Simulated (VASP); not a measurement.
A run of VASP 6.6.1:

Contents of INCAR:

```
AGGAC    = 1.0          
AGGAX    = 1.0          
ALDAC    = 0.0          
ALDAX    = 1.0          
ALGO     = Normal         # electronic algorithm
EDIFF    = 1E-6           # SCF threshold, eV
ENCUT    = 600            # plane-wave cutoff, eV
GGA      = B5             # functional
GGA_COMPAT= False        
ISIF     = 2              # what is computed and relaxed
ISMEAR   = 0              # smearing method
ISPIN    = 2              # spin polarisation
LASPH    = True           # aspherical terms in the spheres
LCHARG   = False          # write CHGCAR
LDAU     = True           # DFT+U
LDAUJ    = 0 0          
LDAUL    = 2 -1           # shell
LDAUPRINT= 1            
LDAUTYPE = 2            
LDAUU    = 6.2 0          # U, eV
LMAXMIX  = 4              # l up to which the mixer works
LORBIT   = 11             # projections on sites
LREAL    = False          # projectors in reciprocal space
LWAVE    = False          # write WAVECAR
MAGMOM   = 1.92 0.21      # initial moments
NBANDS   = 19             # bands
NELM     = 200            # most SCF steps
PREC     = Accurate       # precision mode
SIGMA    = 0.05           # smearing width, eV
```

The input KPOINTS:

```
k-points
0
Gamma
  10 10 10
```

File POSCAR:

```
NiO
1.0
    0.0000000000      2.1895787564      2.1895787564
    2.1895787564      0.0000000000      2.1895787564
    2.1895787564      2.1895787564      0.0000000000
Ni O
1 1
Direct
    0.0000000000      0.0000000000      0.0000000000
    0.5000000000      0.5000000000      0.5000000000
```

Potentials or basis: VASP PAW PBE potentials, release 64 (Ni, O).

Command:

```sh
$ cat potpaw_PBE.64/Ni/POTCAR potpaw_PBE.64/O/POTCAR > POTCAR
$ mpirun -np 1 vasp_std > vasp.out
```

Hardware: 1 thread of AMD EPYC 9R45 (Zen 5) (shared host).

**Question.** How long does it take, and how much memory?

**Answer.** Wall time 69 s on 1 thread of AMD EPYC 9R45 (Zen 5), on a shared host, peak memory 0.16 GiB. Counts: scf iterations 15, k points 47.
